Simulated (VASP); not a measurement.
Input of a VASP 6.6.1 run:

INCAR

```
SYSTEM = TiW8C8Cl4
PREC = Accurate
ENCUT = 520
EDIFF = 1E-6
ISMEAR = 0
SIGMA = 0.05
LREAL = .FALSE.
LASPH = .TRUE.
NELM = 120
ALGO = Normal
ISIF = 2
LWAVE = .FALSE.
LCHARG = .FALSE.
GGA = PE
IVDW = 12
NBANDS = 108
GGA_COMPAT = .FALSE.
NELMDL = -8
```

File KPOINTS:

```
Automatic mesh
0
G
  3 3 1
  0 0 0
```

POSCAR

```
TiW8C8Cl4
1.0
    5.7832000000      0.0000000000      0.0000000000
   -2.8916000000      5.0083980000      0.0000000000
    0.0000000000      0.0000000000     19.2447000000
W C Ti Cl
8 8 1 4
Direct
    0.0000000000      0.0000000000      0.0519624104
   -0.0011658950     -0.0006417222      0.2002563303
    0.0000000000      0.5000000000      0.0519624104
   -0.0006717078      0.4998538455      0.2007866062
    0.5000000000      0.0000000000      0.0519624104
    0.4998150884     -0.0001958710      0.2003458095
    0.5000000000      0.5000000000      0.0519624104
    0.4995785863      0.5001597317      0.2003804684
    0.3332372209      0.1666528898      0.1207246671
    0.3312510918      0.1659386894      0.2582203931
    0.3331473310      0.6666145542      0.1207494531
    0.3322142813      0.6663925271      0.2584552630
    0.8332105121      0.1667962490      0.1207478423
    0.8313459151      0.1650026615      0.2584991712
    0.8333207533      0.6665304954      0.1207220689
    0.8308506248      0.6663969197      0.2585553425
    0.5446884192      0.4589199980      0.4640085842
    0.9288240791      0.4773462492      0.4688314185
    0.6085537340      0.8174332391      0.4117391282
    0.2721640386      0.1290628261      0.3983485843
    0.3905082398      0.4147324154      0.5700762288
```

Potentials or basis: VASP PAW PBE potentials, release 64 (W_sv, C, Ti_sv, Cl).

The run is started by

```bash
$ cat potpaw_PBE.64/W_sv/POTCAR potpaw_PBE.64/C/POTCAR potpaw_PBE.64/Ti_sv/POTCAR potpaw_PBE.64/Cl/POTCAR > POTCAR
$ mpirun -np 1 vasp_std > vasp.out
```

Q: Estimate the largest force.

A: 0.100 eV/Å.

Q: What does it give for the dispersion energy per atom?

A: -0.283 eV.

Q: Predict the band gap on the k mesh.

A: Zero (bands 92 and 93 overlap by 0.77 eV).

Forces in eV/Å, atoms in the order of the input:
```
W    0.002  0.005 -0.058
W    0.009  0.006 -0.038
W   -0.003 -0.003 -0.011
W    0.006  0.004 -0.041
W   -0.018 -0.001 -0.052
W    0.004  0.006 -0.038
W   -0.013 -0.013 -0.045
W    0.005  0.003 -0.040
C    0.001  0.001 -0.007
C   -0.006 -0.005  0.095
C    0.000  0.000 -0.007
C   -0.006 -0.005  0.099
C    0.000  0.001 -0.007
C   -0.007 -0.004  0.099
C    0.001  0.000 -0.007
C   -0.007 -0.004  0.099
Ti   0.009  0.003 -0.011
Cl   0.013 -0.020 -0.032
Cl   0.016  0.014 -0.005
Cl  -0.021 -0.008  0.005
Cl   0.014  0.022  0.000
```

Caveat: the k points lie up to 0.42 Å⁻¹ apart, too coarse for converged energies and pressures of a metal; there is no dipole correction, which matters where the two faces differ; spin-orbit coupling is left out, which moves the levels of the heavy elements.
